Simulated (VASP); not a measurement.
# B (P4_122) in VASP: further runs, part 2 of 2

VASP 6.6.1. Earlier steps stand in the parts before.

### 4 Relaxation of cell and atoms, PBE

This run uses another cell than the first one, of 6.91 Å³/atom.

File INCAR:

```
PREC     = Accurate       # precision mode
ENCUT    = 600            # plane-wave cutoff, eV
EDIFF    = 1E-6           # SCF threshold, eV
ISMEAR   = 0              # smearing method
SIGMA    = 0.1            # smearing width, eV
LREAL    = F              # projectors in reciprocal space
LASPH    = T              # aspherical terms in the spheres
NELM     = 60             # most SCF steps
ALGO     = Normal         # electronic algorithm
ISIF     = 3              # what is computed and relaxed
LWAVE    = F              # write WAVECAR
LCHARG   = F              # write CHGCAR
GGA      = PE             # functional
IBRION   = 2              # ionic algorithm
NSW      = 90             # ionic steps
EDIFFG   = -0.04          # ionic threshold
```

File KPOINTS:

```
regular mesh
0
Gamma
  6 6 6
```

File POSCAR:

```
B
1.0
    3.2957849700      0.0000000000      0.0000000000
    0.0000000000      3.2957849700      0.0000000000
    0.0000000000      0.0000000000      2.5444686900
B
4
Direct
    0.3384865200      0.0000000000      0.7500000000
    0.6615134800      0.0000000000      0.2500000000
    0.0000000000      0.3384865200      0.0000000000
    0.0000000000      0.6615134800      0.5000000000
```

The run is started by

```
> cat potpaw_PBE.64/B/POTCAR > POTCAR
> mpirun -np 1 vasp_std > vasp.out
```

It took 4.2 min on 1 thread of Intel Xeon 8259CL, shared host; peak memory 0.14 GiB.

It converged, with:

```yaml
Free_energy: -24.6124 eV
Relaxed_volume: 7.47 Å³/atom
Relaxed_cell: a = 3.998 Å, b = 3.998 Å, c = 1.868 Å, α = 90.00°, β = 90.00°, γ = 90.00°
Space_group_after_relaxing_to_0.1_Å: P4_122 (No. 91)
Energy_gained_by_relaxing: 561.5 meV/atom
Ionic_steps: 40
Pressure_after_relaxing: 0.1 GPa
Largest_force_after_relaxing: 0.015 eV/Å
Band_gap_on_the_k_mesh: zero (bands 6 and 7 overlap by 0.13 eV)
```

Forces in eV/Å, atoms in the order of the input:
```
B    0.015  0.000  0.000
B   -0.015  0.000  0.000
B    0.000  0.015  0.000
B    0.000 -0.015  0.000
```

Stress tensor (GPa, compression positive):
```
 0.32  0.00  0.00
 0.00  0.32  0.00
 0.00  0.00 -0.23
```

The path:
```
step  energy change (eV)  largest force (eV/Å)  pressure (GPa)  volume (Å³)
   1              0.0000                0.5199           34.31        27.64
   2             -0.3379                0.2223          -10.03        33.99
   3             -0.4152                0.1208            0.59        31.81
   4             -0.4350                0.2505           -0.70        32.04
   5             -0.4411                0.5010           -1.43        32.21
   6             -0.4496                0.5248           -1.52        32.25
   7             -0.4692                0.5671           -1.86        32.34
   8             -0.4807                0.6135           -2.62        32.49
   9             -0.5048                0.2798           -1.70        32.30
  10             -0.5135                0.2123           -0.39        32.04
  11             -0.5140                0.0930           -0.68        32.10
  12             -0.5202                0.1298           -0.14        31.96
  13             -0.5518                0.2447            1.72        31.56
  14             -0.7373                0.3467            5.84        30.71
  15             -1.2810                0.5782           14.54        28.93
  16             -1.2606                2.7420           57.98        24.95
  17             -1.7235                1.0845           26.23        27.35
  18             -1.7382                1.5736           35.98        26.47
  19             -1.7598                1.3477           31.88        26.82
  20             -1.7601                1.3512           31.94        26.81
  21             -1.7608                1.3635           32.10        26.80
  22             -1.7620                1.3882           32.44        26.77
  23             -1.7630                1.4391           33.12        26.71
  24             -1.7643                1.4361           33.07        26.72
  25             -1.7681                1.4256           32.92        26.73
  26             -1.7758                1.4053           32.62        26.75
  27             -1.7910                1.3653           32.02        26.79
  28             -1.8204                1.2871           30.84        26.88
  29             -1.8755                1.1373           28.52        27.05
  30             -1.9718                0.8652           24.06        27.39
  31             -2.1146                0.4054           15.86        28.08
  32             -2.2290                0.4121            2.59        29.49
  33             -2.2294                0.4561            1.92        29.58
  34             -2.2344                0.3759            1.44        29.64
  35             -2.2438                0.1445            0.08        29.85
  36             -2.2382                0.2794           -2.27        30.26
  37             -2.2454                0.0038           -0.75        29.99
  38             -2.2454                0.0049           -0.70        29.98
  39             -2.2457                0.0002           -0.49        29.95
  40             -2.2460                0.0151            0.14        29.86
```

Final structure:
```cif
data_structure
_symmetry_space_group_name_H-M 'P 1'
_symmetry_Int_Tables_number 1
_cell_length_a 3.9984
_cell_length_b 3.9984
_cell_length_c 1.8677
_cell_angle_alpha 90.000
_cell_angle_beta 90.000
_cell_angle_gamma 90.000
_cell_volume 29.86
loop_
_atom_site_label
_atom_site_type_symbol
_atom_site_fract_x
_atom_site_fract_y
_atom_site_fract_z
_atom_site_occupancy
B1 B 0.30748 0.00000 0.75000 1
B2 B 0.69252 0.00000 0.25000 1
B3 B 0.00000 0.30748 0.00000 1
B4 B 0.00000 0.69252 0.50000 1
```

Levels at points of the mesh, in eV from the Fermi level:
```tsv
k point	band 4	band 5	band 6	band 7	band 8	band 9
(0.00, 0.00, 0.00)	-8.50	-8.44	-2.53	2.63	2.63	5.56
(0.50, 0.00, 0.00)	-7.31	-5.62	-4.40	2.23	5.60	8.72
(0.50, 0.50, 0.00)	-8.14	-2.56	-2.56	4.17	5.69	6.16
(0.00, 0.00, 0.50)	-4.66	-0.59	-0.59	1.54	1.54	2.85
(0.50, 0.00, 0.50)	-5.60	-1.23	-1.23	1.95	1.95	5.04
(0.50, 0.50, 0.50)	-5.72	-2.37	-2.37	1.42	1.42	6.95
```

Caveat: the k points lie up to 0.56 Å⁻¹ apart in the final cell; a cell axis changed by over 15 % at a fixed basis, so the end point is rough.

### 5 Single point, PBE

File INCAR:

```
  ALGO = Normal
  EDIFF = 1E-6
  ENCUT = 520
  GGA = PE
  ISIF = 2
  ISMEAR = 0
  LASPH = True
  LCHARG = False
  LREAL = False
  LWAVE = False
  NBANDS = 14
  NELM = 60
  PREC = Accurate
  SIGMA = 0.1
```

File KPOINTS:

```
k-points
0
Gamma
  12 12 24
```

File POSCAR:

```
B
1.0
    4.0115243245      0.0000000000      0.0000000000
    0.0000000000      4.0115243245      0.0000000000
    0.0000000000      0.0000000000      1.8607985435
B
4
Direct
    0.3070037638      0.0000000000      0.7500000000
    0.6929962362      0.0000000000      0.2500000000
    0.0000000000      0.3070037638      0.0000000000
    0.0000000000      0.6929962362      0.5000000000
```

The run is started by

```
> cat potpaw_PBE.64/B/POTCAR > POTCAR
> mpirun -np 1 vasp_std > vasp.out
```

Run time: 2.8 min. Hardware: 1 thread of Intel Xeon 8259CL, shared host; peak memory 0.22 GiB.

The run converged. Its results:

* Free energy: -24.7183 eV
* Pressure: 0.0 GPa
* Band gap on the k mesh: zero (bands 6 and 7 overlap by 1.38 eV)

Forces on the atoms (eV/Å):
```
B    0.003  0.000  0.000
B   -0.003  0.000  0.000
B    0.000  0.003  0.000
B    0.000 -0.003  0.000
```

Stress tensor (GPa, compression positive):
```
-0.01  0.00  0.00
 0.00 -0.01  0.00
 0.00  0.00 -0.12
```

Levels at points of the mesh, in eV from the Fermi level:
| k point | band 4 | band 5 | band 6 | band 7 | band 8 | band 9 |
| --- | --- | --- | --- | --- | --- | --- |
| (0.00, 0.00, 0.00) | -8.49 | -8.43 | -2.56 | 2.60 | 2.60 | 5.55 |
| (0.50, 0.00, 0.00) | -7.33 | -5.60 | -4.40 | 2.21 | 5.49 | 8.65 |
| (0.50, 0.50, 0.00) | -8.10 | -2.59 | -2.59 | 4.14 | 5.55 | 6.05 |
| (0.00, 0.00, 0.50) | -4.61 | -0.48 | -0.48 | 1.63 | 1.63 | 2.92 |
| (0.50, 0.00, 0.50) | -5.52 | -1.12 | -1.12 | 2.03 | 2.03 | 5.08 |
| (0.50, 0.50, 0.50) | -5.65 | -2.24 | -2.24 | 1.53 | 1.53 | 6.97 |

### 6 Relaxation of cell and atoms, PBE

File INCAR:

```
ALGO     = Normal         # electronic algorithm
EDIFF    = 1E-7           # SCF threshold, eV
EDIFFG   = -0.01          # ionic threshold
ENCUT    = 600            # plane-wave cutoff, eV
GGA      = PE             # functional
IBRION   = 2              # ionic algorithm
ISIF     = 3              # what is computed and relaxed
ISMEAR   = 0              # smearing method
LASPH    = True           # aspherical terms in the spheres
LCHARG   = False          # write CHGCAR
LREAL    = False          # projectors in reciprocal space
LWAVE    = False          # write WAVECAR
NELM     = 100            # most SCF steps
NSW      = 100            # ionic steps
PREC     = Accurate       # precision mode
SIGMA    = 0.1            # smearing width, eV
```

KPOINTS is that of step 5.

File POSCAR:

```
B
1.0
    4.0115985226      0.0000000000      0.0000000000
    0.0000000000      4.0115985226      0.0000000000
    0.0000000000      0.0000000000      1.8584338840
B
4
Direct
    0.3074513779      0.0000000000      0.7500000000
    0.6925486221      0.0000000000      0.2500000000
    0.0000000000      0.3074513779      0.0000000000
    0.0000000000      0.6925486221      0.5000000000
```

Potentials or basis: VASP PAW PBE potentials, release 64 (B).

The run is started by

```
> cat potpaw_PBE.64/B/POTCAR > POTCAR
> mpirun -np 1 vasp_std > vasp.out
```

OUTCAR:

```text
EDIFF = 1E-7
   EDIFFG = -0.01
   ENCUT = 600
   GGA = PE
   IBRION = 2
   ISIF = 3
   ISMEAR = 0
   LASPH = True
   LREAL = False
   NELM = 100
   NSW = 100
   PREC = Accurate

 ion  position               nearest neighbor table
   1  0.307  0.000  0.750-   2 1.80   2 1.80   4 1.81   3 1.81
   2  0.693  0.000  0.250-   1 1.80   1 1.80   4 1.81   3 1.81
   3  0.000  0.307  0.000-   4 1.80   4 1.80   1 1.81   2 1.81
   4  0.000  0.693  0.500-   3 1.80   3 1.80   1 1.81   2 1.81

  LATTYP: Found a simple tetragonal cell.
 ALAT       =     4.0115985226
 C/A-ratio  =     0.4632651731

  Lattice vectors:

 A1 = (   4.0115985226,   0.0000000000,   0.0000000000)
 A2 = (   0.0000000000,   4.0115985226,   0.0000000000)
 A3 = (   0.0000000000,   0.0000000000,   1.8584338840)

Analysis of symmetry for initial positions (statically):
=====================================================================
 Subroutine PRICEL returns:
 Original cell was already a primitive cell.

 Routine SETGRP: Setting up the symmetry group for a
 simple tetragonal supercell.

 Subroutine GETGRP returns: Found  8 space group operations
 (whereof  2 operations were pure point group operations)
 out of a pool of 16 trial point group operations.

[... 179 lines left out ...]
  external PRESSURE =       1.4735667 kB  Pullay stress =       0.0000000 kB
[... 63 lines left out ...]
--------------------------------------- Ionic step        3  -------------------------------------------

 number of electron      12.0000000 magnetization

 Free energy of the ion-electron system (eV)
  ---------------------------------------------------
  ext. energy  EPLUGINS =         0.00000000
  ---------------------------------------------------
  free energy    TOTEN  =       -24.72200785 eV

  energy without entropy =      -24.72032066  energy(sigma->0) =      -24.72116426

 E-fermi :   6.4550     XC(G=0): -11.3424

 val. band max:        6.4375130602   @ k =   0.5000   0.2500   0.3333
 cond. band min:       6.4865815544   @ k =   0.2500   0.2500   0.3333
 fundamental gap:      0.0490684942
 Fermi energy:         6.4549614065

 k-point     1 :       0.0000    0.0000    0.0000
  band No.  band energies     occupation
      1      -9.9385      2.00000
      2      -4.1594      2.00000
      3      -2.0411      2.00000
      4      -2.0411      2.00000
      5      -1.9770      2.00000
      6       3.8901      2.00000
      7       9.0537      0.00000
      8       9.0537      0.00000
      9      12.0068      0.00000
     10      19.4820      0.00000
[... 287 lines left out ...]
 k-point    24 :       0.4167    0.3333    0.0000
  band No.  band energies     occupation
      1      -8.3546      2.00000
      2      -6.5754      2.00000
      3      -5.6804      2.00000
      4      -1.0994      2.00000
      5       2.6904      2.00000
      6       3.3718      2.00000
      7      10.2609      0.00000
      8      12.4294      0.00000
      9      12.9934      0.00000
     10      14.1358      0.00000

 [... further k-points ...]

------------------------ aborting loop because EDIFF is reached ----------------------------------------

  FORCE on cell =-STRESS in cart. coord.  units (eV):
  Direction    XX          YY          ZZ          XY          YZ          ZX
  --------------------------------------------------------------------------------------
  -------------------------------------------------------------------------------------
  Total        0.0137683      0.0137683      0.0111617      0.0000000     -0.0000000      0.0000000
  in kB        0.7371768      0.7371768      0.5976173      0.0000000     -0.0000000      0.0000000
  external PRESSURE =       0.6906570 kB  Pullay stress =       0.0000000 kB
[... 19 lines left out ...]
  FREE ENERGIE OF THE ION-ELECTRON SYSTEM (eV)
  ---------------------------------------------------
  free  energy   TOTEN  =       -24.7220078547 eV

  energy  without entropy=      -24.7203206595  energy(sigma->0) =      -24.72116426

 reached required accuracy - stopping structural energy minimisation
```

CONTCAR:

```text
B
   1.00000000000000
     4.0107816552996214    0.0000000000000000    0.0000000000000000
     0.0000000000000000    4.0107816552996214    0.0000000000000000
     0.0000000000000000    0.0000000000000000    1.8602033584741575
  B
     4
Direct
     0.3070139755653424    0.0000000000000000    0.7500000000000000
     0.6929860244346576    0.0000000000000000    0.2500000000000000
     0.0000000000000000    0.3070139755653424    0.0000000000000000
     0.0000000000000000    0.6929860244346576    0.5000000000000000

  0.00000000E+00  0.00000000E+00  0.00000000E+00
  0.00000000E+00  0.00000000E+00  0.00000000E+00
  0.00000000E+00  0.00000000E+00  0.00000000E+00
  0.00000000E+00  0.00000000E+00  0.00000000E+00
```

It took 3.9 min on 1 thread of Intel Xeon 8259CL, shared host; peak memory 0.23 GiB.

What came out:

```
Free energy                           : -24.7220 eV
Relaxed volume                        : 7.48 Å³/atom
Relaxed cell                          : a = 4.011 Å, b = 4.011 Å, c = 1.860 Å, α = 90.00°, β = 90.00°, γ = 90.00°
Space group after relaxing (to 0.1 Å) : P4_122 (No. 91)
Energy gained by relaxing             : 0.1 meV/atom
Ionic steps                           : 3
Pressure after relaxing               : 0.1 GPa
Band gap on the k mesh                : zero (bands 6 and 7 overlap by 1.38 eV)
```

Step by step:
```
step  energy change (eV)  largest force (eV/Å)  pressure (GPa)  volume (Å³)
   1              0.0000                0.0665            0.15        29.91
   2             -0.0001                0.0564            0.01        29.94
   3             -0.0003                0.0007            0.07        29.92
```

Final structure:
```
CELL_PARAMETERS angstrom
4.01078 0.00000 0.00000
0.00000 4.01078 0.00000
0.00000 0.00000 1.86020
ATOMIC_POSITIONS crystal
B 0.30701 0.00000 0.75000
B 0.69299 0.00000 0.25000
B 0.00000 0.30701 0.00000
B 0.00000 0.69299 0.50000
```

### 7 Overview

| task | cell | k mesh | cutoff (eV) | gap on the mesh (eV) | pressure (GPa) | relaxed volume (Å³/atom) | largest force (eV/Å) |
| --- | --- | --- | --- | --- | --- | --- | --- |
| single point | a = 4.003, b = 4.003, c = 1.866 Å, 4 atoms, atomic positions A | 6 × 6 × 6 | 520 | none | -0.3 | - | 0.01 |
| relaxation of cell and atoms | relaxed from a = 4.003, b = 4.003, c = 1.866 Å, 4 atoms, atomic positions A | 4 × 4 × 10 | 600 | none | 0.0 | 7.47 | 0.04 |
| relaxation of cell and atoms | relaxed from a = 3.296, b = 3.296, c = 2.544 Å, 4 atoms, atomic positions B | 6 × 6 × 6 | 600 | none | 0.1 | 7.47 | 0.02 |
| single point | a = 4.012, b = 4.012, c = 1.861 Å, 4 atoms, atomic positions A | 12 × 12 × 24 | 520 | none | 0.0 | - | - |
| relaxation of cell and atoms | relaxed from a = 4.012, b = 4.012, c = 1.858 Å, 4 atoms, atomic positions A | 12 × 12 × 24 | 600 | none | 0.1 | 7.48 | - |

Alike in all rows: level PBE; potentials or basis VASP PAW PBE potentials, release 64 (B); no spin polarisation; smearing gaussian 0.1 eV.

Caveats: some runs use coarse meshes; a cell axis changed by over 15 % at a fixed basis, so the end point is rough (at least some runs).

Total energies depend on the potentials used, so only differences within one code and one set of settings carry meaning.
